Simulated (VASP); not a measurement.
# GaAs (F-43m) in VASP: notebook

GaAs is run at these levels: PBE; tasks: single point.

Everything below comes from runs of VASP 6.6.1. Logs are shortened: lines on timing, memory, paths and dates and some standing lists are left out, and cuts for length are marked.

### 1 The cell of the first run

Symmetry: F-43m, No. 216, cubic system. The conventional cell has a = 5.577 Å, b = 5.577 Å, c = 5.577 Å, α = 90.00°, β = 90.00°, γ = 90.00°. Within 3.2 Å of Ga (site symmetry -43m) lie 4 As at 2.41 Å. Within 3.2 Å of As (site symmetry -43m) lie 4 Ga at 2.41 Å.

### 2 Single point, PBE (21.68 Å³/atom)

Input file INCAR:

```
SYSTEM = GaAs
ALGO = Normal
EDIFF = 1E-6
ENCUT = 500
GGA = PE
GGA_COMPAT = .FALSE.
ISIF = 2
ISMEAR = 0
LASPH = .TRUE.
LCHARG = .FALSE.
LREAL = .FALSE.
LWAVE = .FALSE.
NBANDS = 16
NELM = 120
PREC = Accurate
SIGMA = 0.02
```

Input file KPOINTS:

```
k-points
0
G
  12 12 12
  0 0 0
```

Input file POSCAR:

```
GaAs
1.0
    0.0000000000      2.7882993712      2.7882993712
    2.7882993712      0.0000000000      2.7882993712
    2.7882993712      2.7882993712      0.0000000000
Ga As
1 1
Direct
    0.0000000000      0.0000000000      0.0000000000
    0.2500000000      0.2500000000      0.2500000000
```

Potentials or basis: VASP PAW PBE potentials, release 64 (Ga_d, As).

The run is started by

```console
$ cat potpaw_PBE.64/Ga_d/POTCAR potpaw_PBE.64/As/POTCAR > POTCAR
$ mpirun -np 1 vasp_std > vasp.out
```

OUTCAR:

```text
SYSTEM = GaAs
   EDIFF = 1E-6
   ENCUT = 500
   GGA = PE
   ISIF = 2
   ISMEAR = 0
   LASPH = .TRUE.
   LREAL = .FALSE.
   NELM = 120
   PREC = Accurate

 ion  position               nearest neighbor table
   1  0.000  0.000  0.000-   2 2.41   2 2.41   2 2.41   2 2.41
   2  0.250  0.250  0.250-   1 2.41   1 2.41   1 2.41   1 2.41

  LATTYP: Found a face centered cubic cell.
 ALAT       =     5.5765987424

  Lattice vectors:

 A1 = (   0.0000000000,   2.7882993712,   2.7882993712)
 A2 = (   2.7882993712,   0.0000000000,   2.7882993712)
 A3 = (   2.7882993712,   2.7882993712,   0.0000000000)

Analysis of symmetry for initial positions (statically):
=====================================================================
 Subroutine PRICEL returns:
 Original cell was already a primitive cell.

 Routine SETGRP: Setting up the symmetry group for a
 face centered cubic supercell.

 Subroutine GETGRP returns: Found 24 space group operations
 (whereof 24 operations were pure point group operations)
 out of a pool of 48 trial point group operations.

The static configuration has the point symmetry T_d .

Analysis of symmetry for dynamics (positions and initial velocities):
=====================================================================
 Subroutine PRICEL returns:
 Original cell was already a primitive cell.

 Routine SETGRP: Setting up the symmetry group for a
 face centered cubic supercell.

 Subroutine GETGRP returns: Found 24 space group operations
 (whereof 24 operations were pure point group operations)
 out of a pool of 48 trial point group operations.

The dynamic configuration has the point symmetry T_d .

 Subroutine INISYM returns: Found 24 space group operations
 (whereof 24 operations are pure point group operations),
 and found     1 'primitive' translations

----------------------------------------------------------------------------------------

                                     Primitive cell

  volume of cell :      43.3559

  direct lattice vectors                    reciprocal lattice vectors
     0.000000000  2.788299371  2.788299371    -0.179320774  0.179320774  0.179320774
     2.788299371  0.000000000  2.788299371     0.179320774 -0.179320774  0.179320774
     2.788299371  2.788299371  0.000000000     0.179320774  0.179320774 -0.179320774

  length of vectors
     3.943250787  3.943250787  3.943250787     0.310592691  0.310592691  0.310592691

[... 73 lines left out ...]
   ICHARG =      2    charge: 1-file 2-atom 10-const
   ISPIN  =      1    spin polarized calculation?
   LNONCOLLINEAR =      F non collinear calculations
   LSORBIT =      F    spin-orbit coupling
   LASPH  =      T    aspherical Exc in radial PAW
   ENCUT  =  500.0 eV  36.75 Ry    6.06 a.u.   7.19  7.19  7.19*2*pi/ulx,y,z
   NELM   =    120;   NELMIN=  2; NELMDL= -5     # of ELM steps
   EDIFF  = 0.1E-05   stopping-criterion for ELM
   LREAL  =      F    real-space projection
   EDIFFG = 0.1E-04   stopping-criterion for IOM
   NSW    =      0    number of steps for IOM
   IBRION =     -1    ionic relax: 0-MD 1-quasi-New 2-CG
   NFREE  =      0    steps in history (QN), initial steepest desc. (CG)
   ISIF   =      2    stress and relaxation
   ISYM   =      2    0-nonsym 1-usesym 2-fastsym
   POTIM  = 0.5000    time-step for ionic-motion
   TEBEG  =    0.0;   TEEND  =   0.0 temperature during run
   PSTRESS=    0.0 pullay stress
   NELECT =      18.0000    total number of electrons
   NUPDOWN=      -1.0000    fix difference up-down
   EMIN   =  10.00;   EMAX   =-10.00  energy-range for DOS
   EFERMI =   0.00;   METHOD = LEGACY
   ISMEAR =     0;   SIGMA  =   0.02  broadening in eV -4-tet -1-fermi 0-gaus
   EFERMI_NEDOS =   21; number of points for ismear=-14 and -15
   IALGO  =     38    algorithm
   IMIX   =      4    mixing-type and parameters
     AMIX     =   0.40;   BMIX     =  1.00
     AMIX_MAG =   1.60;   BMIX_MAG =  1.00
  volume/ion in A,a.u.               =      21.68       146.29
  Fermi-wavevector in a.u.,A,eV,Ry     =   1.221283  2.307890 20.293523  1.491532
  Thomas-Fermi vector in A             =   2.356471
   LORBIT       =      0    0 simple, 1 ext, 2 COOP (PROOUT), +10 PAW based schemes
   GGA     = PE    functional components
   LHFCALC =     F    Hartree Fock is set to
   AEXX    =    0.0000 exact exchange contribution
   IVDW    =     0    specifies the selected vdW correction
   LEPSILON=     F    determine dielectric tensor
   LRPA    =     F    only Hartree local field effects (RPA)
 non-spin polarized calculation
 Gauss-broadening in eV      SIGMA  =   0.02
  energy-cutoff  :      500.00
  volume of cell :       43.36
 maximum number of plane-waves:      1124
 NGX is ok and might be reduce to    30
   NGX = 15   NGY = 15   NGZ = 15

 number of electron      18.0000015 magnetization

 Free energy of the ion-electron system (eV)
  ---------------------------------------------------
  ext. energy  EPLUGINS =         0.00000000
  ---------------------------------------------------
  free energy    TOTEN  =        -8.19303011 eV

  energy without entropy =       -8.19303011  energy(sigma->0) =       -8.19303011

 E-fermi :   4.4439     XC(G=0):  -9.7753

 val. band max:        4.3270207635   @ k =   0.0000   0.0000   0.0000
 cond. band min:       5.1631107580   @ k =   0.0000   0.0000   0.0000
 fundamental gap:      0.8360899945
 Fermi energy:         4.4438635068

 k-point     1 :       0.0000    0.0000    0.0000
  band No.  band energies     occupation
      1     -10.5591      2.00000
      2     -10.5591      2.00000
      3     -10.5591      2.00000
      4     -10.4692      2.00000
      5     -10.4692      2.00000
      6      -8.7032      2.00000
[... 433 lines left out ...]
      3     -10.5285      2.00000
      4     -10.4702      2.00000
      5     -10.4661      2.00000
      6      -6.6065      2.00000
[... 8 lines left out ...]
     15      14.8363      0.00000
     16      15.6225      0.00000

 [... further k-points ...]
[... 5 lines left out ...]
  --------------------------------------------------------------------------------------
  -------------------------------------------------------------------------------------
  Total        1.8726945      1.8726945      1.8726945      0.0000000     -0.0000000     -0.0000000
  in kB       69.2037007     69.2037007     69.2037007      0.0000000     -0.0000000     -0.0000000
  external PRESSURE =      69.2037007 kB  Pullay stress =       0.0000000 kB

 VOLUME and BASIS-vectors are now :
 -----------------------------------------------------------------------------
  energy-cutoff  :      500.00
  volume of cell :       43.36
      direct lattice vectors                 reciprocal lattice vectors
     0.000000000  2.788299371  2.788299371    -0.179320774  0.179320774  0.179320774
     2.788299371  0.000000000  2.788299371     0.179320774 -0.179320774  0.179320774
     2.788299371  2.788299371  0.000000000     0.179320774  0.179320774 -0.179320774

 POSITION                                       TOTAL-FORCE (eV/Angst)
 -----------------------------------------------------------------------------------
      0.00000      0.00000      0.00000         0.000000      0.000000      0.000000
      1.39415      1.39415      1.39415        -0.000000     -0.000000     -0.000000
 -----------------------------------------------------------------------------------
    total drift:                               -0.000000     -0.000000     -0.000000

  FREE ENERGIE OF THE ION-ELECTRON SYSTEM (eV)
  ---------------------------------------------------
  free  energy   TOTEN  =        -8.1930301121 eV

  energy  without entropy=       -8.1930301121  energy(sigma->0) =       -8.19303011
```

It took 82 s on 1 thread of Intel Xeon 8259CL, shared host; peak memory 0.2 GiB.

Results:

```
Free energy            : -8.1930 eV
Pressure               : 6.9 GPa
Band gap on the k mesh : 0.84 eV
```

Caveat: the cell stands under pressure. A k mesh can miss the band edges.

### 3 Single point, PBE (22.58 Å³/atom)

This run uses another cell than the first one, of 22.58 Å³/atom.

Input file INCAR:

```
  PREC = Accurate
  ENCUT = 500
  EDIFF = 1E-6
  ISMEAR = 0
  SIGMA = 0.02
  LREAL = False
  LASPH = True
  NELM = 120
  ALGO = Normal
  ISIF = 2
  LWAVE = False
  LCHARG = False
  GGA = PE
  NBANDS = 16
  GGA_COMPAT = False
```

Input file KPOINTS:

```
Automatic mesh
0
Gamma
  12 12 12
```

Input file POSCAR:

```
GaAs
1.0
    0.0000000000      2.8265000000      2.8265000000
    2.8265000000      0.0000000000      2.8265000000
    2.8265000000      2.8265000000      0.0000000000
Ga As
1 1
Direct
    0.0000000000      0.0000000000      0.0000000000
    0.2500000000      0.2500000000      0.2500000000
```

Potentials or basis: VASP PAW PBE potentials, release 64 (Ga_d, As).

The run is started by

```console
$ cat potpaw_PBE.64/Ga_d/POTCAR potpaw_PBE.64/As/POTCAR > POTCAR
$ mpirun -np 1 vasp_std > vasp.out
```

OUTCAR:

```text
PREC = Accurate
   ENCUT = 500
   EDIFF = 1E-6
   ISMEAR = 0
   LREAL = False
   LASPH = True
   NELM = 120
   ISIF = 2
   GGA = PE

 ion  position               nearest neighbor table
   1  0.000  0.000  0.000-   2 2.45   2 2.45   2 2.45   2 2.45
   2  0.250  0.250  0.250-   1 2.45   1 2.45   1 2.45   1 2.45

  LATTYP: Found a face centered cubic cell.
 ALAT       =     5.6530000000

  Lattice vectors:

 A1 = (   0.0000000000,   2.8265000000,   2.8265000000)
 A2 = (   2.8265000000,   0.0000000000,   2.8265000000)
 A3 = (   2.8265000000,   2.8265000000,   0.0000000000)

Analysis of symmetry for initial positions (statically):
=====================================================================
 Subroutine PRICEL returns:
 Original cell was already a primitive cell.

 Routine SETGRP: Setting up the symmetry group for a
 face centered cubic supercell.

 Subroutine GETGRP returns: Found 24 space group operations
 (whereof 24 operations were pure point group operations)
 out of a pool of 48 trial point group operations.

The static configuration has the point symmetry T_d .

Analysis of symmetry for dynamics (positions and initial velocities):
=====================================================================
 Subroutine PRICEL returns:
 Original cell was already a primitive cell.

 Routine SETGRP: Setting up the symmetry group for a
 face centered cubic supercell.

 Subroutine GETGRP returns: Found 24 space group operations
 (whereof 24 operations were pure point group operations)
 out of a pool of 48 trial point group operations.

The dynamic configuration has the point symmetry T_d .

 Subroutine INISYM returns: Found 24 space group operations
 (whereof 24 operations are pure point group operations),
 and found     1 'primitive' translations

----------------------------------------------------------------------------------------

                                     Primitive cell

  volume of cell :      45.1624

  direct lattice vectors                    reciprocal lattice vectors
     0.000000000  2.826500000  2.826500000    -0.176897223  0.176897223  0.176897223
     2.826500000  0.000000000  2.826500000     0.176897223 -0.176897223  0.176897223
     2.826500000  2.826500000  0.000000000     0.176897223  0.176897223 -0.176897223

  length of vectors
     3.997274634  3.997274634  3.997274634     0.306394977  0.306394977  0.306394977

  position of ions in fractional coordinates (direct lattice)
     0.000000000  0.000000000  0.000000000
     0.250000000  0.250000000  0.250000000

  ion indices of the primitive-cell ions
   primitive index   ion index
                 1           1
                 2           2

----------------------------------------------------------------------------------------

 KPOINTS: Automatic mesh

Automatic generation of k-mesh.
 Grid dimensions read from file:
 generate k-points for:   12   12   12

 Generating k-lattice:

  Cartesian coordinates                     Fractional coordinates (reciprocal lattice)
    -0.014741435  0.014741435  0.014741435     0.083333333  0.000000000  0.000000000
     0.014741435 -0.014741435  0.014741435     0.000000000  0.083333333  0.000000000
     0.014741435  0.014741435 -0.014741435     0.000000000  0.000000000  0.083333333

  Length of vectors
     0.025532915  0.025532915  0.025532915

  Shift w.r.t. Gamma in fractional coordinates (k-lattice)
     0.000000000  0.000000000  0.000000000

 Subroutine IBZKPT returns following result:
 ===========================================

 Found     72 irreducible k-points:

 Following reciprocal coordinates:
            Coordinates               Weight
  0.000000  0.000000  0.000000      1.000000
  0.083333  0.000000  0.000000      8.000000
  0.166667  0.000000  0.000000      8.000000
  0.250000  0.000000  0.000000      8.000000
  0.333333  0.000000  0.000000      8.000000
  0.416667  0.000000  0.000000      8.000000
[... 16 lines left out ...]
  0.500000  0.166667  0.000000     24.000000
 -0.416667  0.166667  0.000000     24.000000
 [... further k-points ...]
   k-points           NKPTS =     72   k-points in BZ     NKDIM =     72   number of bands    NBANDS=     16
   number of dos      NEDOS =    301   number of ions     NIONS =      2
   total plane-waves  NPLWV =  27000
   dimension x,y,z NGX =    30 NGY =   30 NGZ =   30
   dimension x,y,z NGXF=    60 NGYF=   60 NGZF=   60
   ions per type =               1   1
   NGX,Y,Z   is equivalent  to a cutoff of  12.48, 12.48, 12.48 a.u.
   NGXF,Y,Z  is equivalent  to a cutoff of  24.95, 24.95, 24.95 a.u.
 SYSTEM =  unknown system
   PREC   = accura    normal or accurate (medium, high low for compatibility)
   ISTART =      0    job   : 0-new  1-cont  2-samecut
   ICHARG =      2    charge: 1-file 2-atom 10-const
   ISPIN  =      1    spin polarized calculation?
   LNONCOLLINEAR =      F non collinear calculations
   LSORBIT =      F    spin-orbit coupling
   LASPH  =      T    aspherical Exc in radial PAW
   ENCUT  =  500.0 eV  36.75 Ry    6.06 a.u.   7.29  7.29  7.29*2*pi/ulx,y,z
   NELM   =    120;   NELMIN=  2; NELMDL= -5     # of ELM steps
   EDIFF  = 0.1E-05   stopping-criterion for ELM
   LREAL  =      F    real-space projection
   EDIFFG = 0.1E-04   stopping-criterion for IOM
   NSW    =      0    number of steps for IOM
   IBRION =     -1    ionic relax: 0-MD 1-quasi-New 2-CG
   NFREE  =      0    steps in history (QN), initial steepest desc. (CG)
   ISIF   =      2    stress and relaxation
   ISYM   =      2    0-nonsym 1-usesym 2-fastsym
   POTIM  = 0.5000    time-step for ionic-motion
   TEBEG  =    0.0;   TEEND  =   0.0 temperature during run
   PSTRESS=    0.0 pullay stress
   NELECT =      18.0000    total number of electrons
   NUPDOWN=      -1.0000    fix difference up-down
   EMIN   =  10.00;   EMAX   =-10.00  energy-range for DOS
   EFERMI =   0.00;   METHOD = LEGACY
   ISMEAR =     0;   SIGMA  =   0.02  broadening in eV -4-tet -1-fermi 0-gaus
   EFERMI_NEDOS =   21; number of points for ismear=-14 and -15
   IALGO  =     38    algorithm
   IMIX   =      4    mixing-type and parameters
     AMIX     =   0.40;   BMIX     =  1.00
     AMIX_MAG =   1.60;   BMIX_MAG =  1.00
  volume/ion in A,a.u.               =      22.58       152.39
  Fermi-wavevector in a.u.,A,eV,Ry     =   1.204777  2.276698 19.748689  1.451488
  Thomas-Fermi vector in A             =   2.340492
   LORBIT       =      0    0 simple, 1 ext, 2 COOP (PROOUT), +10 PAW based schemes
   GGA     = PE    functional components
   LHFCALC =     F    Hartree Fock is set to
   AEXX    =    0.0000 exact exchange contribution
   IVDW    =     0    specifies the selected vdW correction
   LEPSILON=     F    determine dielectric tensor
   LRPA    =     F    only Hartree local field effects (RPA)
 non-spin polarized calculation
 Gauss-broadening in eV      SIGMA  =   0.02
  energy-cutoff  :      500.00
  volume of cell :       45.16
 maximum number of plane-waves:      1167
 NGX is ok and might be reduce to    30
   NGX = 15   NGY = 15   NGZ = 15

 number of electron      17.9999995 magnetization

 Free energy of the ion-electron system (eV)
  ---------------------------------------------------
  ext. energy  EPLUGINS =         0.00000000
  ---------------------------------------------------
  free energy    TOTEN  =        -8.25130181 eV

  energy without entropy =       -8.25130181  energy(sigma->0) =       -8.25130181

 E-fermi :   4.0538     XC(G=0):  -9.5902

 val. band max:        3.9340713124   @ k =   0.0000   0.0000   0.0000
 cond. band min:       4.4575982555   @ k =   0.0000   0.0000   0.0000
 fundamental gap:      0.5235269432
 Fermi energy:         4.0537749905

 k-point     1 :       0.0000    0.0000    0.0000
  band No.  band energies     occupation
      1     -10.8721      2.00000
      2     -10.8721      2.00000
      3     -10.8721      2.00000
      4     -10.7928      2.00000
      5     -10.7928      2.00000
      6      -8.7941      2.00000
[... 8 lines left out ...]
     15      14.0585      0.00000
     16      14.0585      0.00000

 k-point     2 :       0.0833    0.0000    0.0000
  band No.  band energies     occupation
      1     -10.8784      2.00000
      2     -10.8705      2.00000
      3     -10.8705      2.00000
      4     -10.7929      2.00000
      5     -10.7929      2.00000
      6      -8.7122      2.00000
[... 8 lines left out ...]
     15      13.5248      0.00000
     16      13.5248      0.00000
[... 387 lines left out ...]
      5     -10.7876      2.00000
      6      -6.8972      2.00000
[... 8 lines left out ...]
     15      15.5001      0.00000
     16      15.8261      0.00000

 k-point    24 :      -0.4167    0.1667    0.0000
  band No.  band energies     occupation
      1     -10.9563      2.00000
      2     -10.8488      2.00000
      3     -10.8455      2.00000
      4     -10.7936      2.00000
      5     -10.7901      2.00000
      6      -6.8398      2.00000
[... 8 lines left out ...]
     15      14.3088      0.00000
     16      15.0577      0.00000

 [... further k-points ...]
[... 5 lines left out ...]
  --------------------------------------------------------------------------------------
  -------------------------------------------------------------------------------------
  Total        0.9840398      0.9840398      0.9840398      0.0000000      0.0000000      0.0000000
  in kB       34.9097136     34.9097136     34.9097136      0.0000000      0.0000000      0.0000000
  external PRESSURE =      34.9097136 kB  Pullay stress =       0.0000000 kB

 VOLUME and BASIS-vectors are now :
 -----------------------------------------------------------------------------
  energy-cutoff  :      500.00
  volume of cell :       45.16
      direct lattice vectors                 reciprocal lattice vectors
     0.000000000  2.826500000  2.826500000    -0.176897223  0.176897223  0.176897223
     2.826500000  0.000000000  2.826500000     0.176897223 -0.176897223  0.176897223
     2.826500000  2.826500000  0.000000000     0.176897223  0.176897223 -0.176897223

 POSITION                                       TOTAL-FORCE (eV/Angst)
 -----------------------------------------------------------------------------------
      0.00000      0.00000      0.00000         0.000000      0.000000      0.000000
      1.41325      1.41325      1.41325        -0.000000     -0.000000     -0.000000
 -----------------------------------------------------------------------------------
    total drift:                               -0.000000     -0.000000     -0.000000

  FREE ENERGIE OF THE ION-ELECTRON SYSTEM (eV)
  ---------------------------------------------------
  free  energy   TOTEN  =        -8.2513018057 eV

  energy  without entropy=       -8.2513018057  energy(sigma->0) =       -8.25130181
```

stdout:

```text
POSCAR found type information on POSCAR GaAs
 POSCAR found :  2 types and       2 ions
 scaLAPACK will be used
 LDA part: xc-table for (Slater+PW92), standard interpolation
 POSCAR, INCAR and KPOINTS ok, starting setup
 FFT: planning ... GRIDC
 FFT: planning ... GRID_SOFT
 FFT: planning ... GRID
 WAVECAR not read
 entering main loop
```

It took 88 s on 1 thread of Intel Xeon 8259CL, shared host; peak memory 0.2 GiB.

What came out:

* Free energy: -8.2513 eV
* Pressure: 3.5 GPa
* Band gap on the k mesh: 0.52 eV

Caveat: the cell stands under pressure. A k mesh can miss the band edges.
